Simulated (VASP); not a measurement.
AlN:

```xyz
2
Lattice="0.0000 2.0684 2.0684 2.0684 0.0000 2.0684 2.0684 2.0684 0.0000" Properties=species:S:1:pos:R:3 pbc="T T T"
Al    0.0000    0.0000    0.0000
N     1.0342    1.0342    1.0342
```

| Item | Value |
| --- | --- |
| Program | VASP 6.6.1 |
| Task | relaxation of cell and atoms |
| Functional | PBEsol |
| Potentials or basis | VASP PAW PBE potentials, release 64 (Al, N) |
| Cutoff | 600 eV |
| k mesh | 8 × 8 × 8 |
| Occupations | fermi-dirac, width 0.03 eV |
| Spin | no spin polarisation |

At the start: pressure 47.5 GPa; volume 8.85 Å³/atom.

**Question.** Where does the relaxation end?

**Answer.** Over 17 steps the energy falls by 211.2 meV/atom and the volume is 10.48 Å³/atom (+18.4 %); space group F-43m (No. 216, to 0.05 Å).

The path:
```
step  energy change (eV)  largest force (eV/Å)  pressure (GPa)  volume (Å³)
   1              0.0000                0.0000           47.53        17.70
   2             -0.0070                0.0000          -26.36        25.31
   3             -0.4221                0.0000           -1.07        21.08
   4             -0.4224                0.0000           -0.18        20.99
   5             -0.4224                0.0000            0.49        20.92
   6             -0.4224                0.0000            0.48        20.92
   7             -0.4224                0.0000            0.45        20.92
   8             -0.4224                0.0000            0.44        20.92
   9             -0.4224                0.0000            0.44        20.92
  10             -0.4224                0.0000            0.44        20.93
  11             -0.4224                0.0000            0.44        20.93
  12             -0.4224                0.0000            0.44        20.93
  13             -0.4224                0.0000            0.43        20.93
  14             -0.4224                0.0000            0.41        20.93
  15             -0.4224                0.0000            0.36        20.93
  16             -0.4224                0.0000            0.28        20.94
  17             -0.4225                0.0000            0.12        20.96
```

Final structure:
```
Al N
1.0
     0.00000    2.18831    2.18831
     2.18831    0.00000    2.18831
     2.18831    2.18831    0.00000
Al N
1 1
Direct
  0.00000 0.00000 0.00000
  0.25000 0.25000 0.25000
```

Caveat: the volume moved by over 15 % at a fixed basis, so the end points are rough; the PAW data sets were made with another functional, which shifts forces and pressure a little.
